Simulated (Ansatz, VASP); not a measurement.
Co: VASP beside Ansatz

INCAR

```
  PREC = Accurate
  ENCUT = 520
  EDIFF = 1E-6
  ISMEAR = 0
  SIGMA = 0.15
  LREAL = False
  LASPH = True
  NELM = 150
  ALGO = Normal
  ISIF = 2
  LWAVE = False
  LCHARG = False
  ISPIN = 2
  MAGMOM = 1.95 1.95
  LORBIT = 11
  LMAXMIX = 4
  GGA = PE
  NBANDS = 20
```

The input KPOINTS:

```
regular mesh
0
Gamma
  24 24 14
```

File POSCAR:

```
Co
1.0
    2.6592265744      0.0000000000      0.0000000000
   -1.3296132872      2.3029577679      0.0000000000
    0.0000000000      0.0000000000      3.6709243100
Co
2
Direct
    0.3333333333      0.6666666667      0.2500000000
    0.6666666667      0.3333333333      0.7500000000
```

Input for Ansatz:

```yaml
crystal:
  lattice:
    - [2.6592265744, 0.0, 0.0]
    - [-1.3296132872, 2.3029577679, 0.0]
    - [0.0, 0.0, 3.67092431]
  atoms:
    - { symbol: Co, position: [0.3333333333, 0.6666666667, 0.25], spin: 1.95 }
    - { symbol: Co, position: [0.6666666667, 0.3333333333, 0.75], spin: 1.95 }
basis:
  ecutwfc: 420
kpoints:
  mp_grid: { grid: [24, 24, 14] }
hamiltonian:
  xc: pbe
scf:
  occupations: { method: gaussian, width: 0.15 }
output:
  forces: true
  stress: true
  eigenvalues: true
  populations: true
magnetization:
  spin_polarized: true
```

Alike in both runs: task single point; functional PBE; k mesh 24 × 24 × 14; occupations gaussian, width 0.15 eV; collinear spin.

```csv
,VASP,Ansatz
version,VASP 6.6.1,Ansatz 0.2.0
potentials or method,"VASP PAW PBE potentials, release 64 (Co), cutoff 520 eV","scalar-relativistic, plane waves, PAW"
valence electrons in the cell,18,34
```

Ansatz gave:

| Property | Result |
| --- | --- |
| gap on the k mesh at the Fermi level (eV) | none |
| pressure (GPa) | -1.6 |
| traceless stress, the component that is largest in VASP (GPa) | 22.43 |
| net moment per atom (μB) | 1.62 |
| size of the moment on the site where the two differ most (μB) | 1.70 |

Task: Which values does VASP return?

Result: gap on the k mesh at the Fermi level (eV): none; pressure (GPa): -2.2; traceless stress, the component that is largest in VASP (GPa): 21.61; net moment per atom (μB): 1.61; size of the moment on the site where the two differ most (μB): 1.64.

Site moments also hang on the region over which each program counts them. A gap of «none» marks a metal or a gap that the smearing closes. VASP's potentials hold 18 valence electrons a cell and Ansatz's 34, so a difference there can come from the potentials and not from the codes.
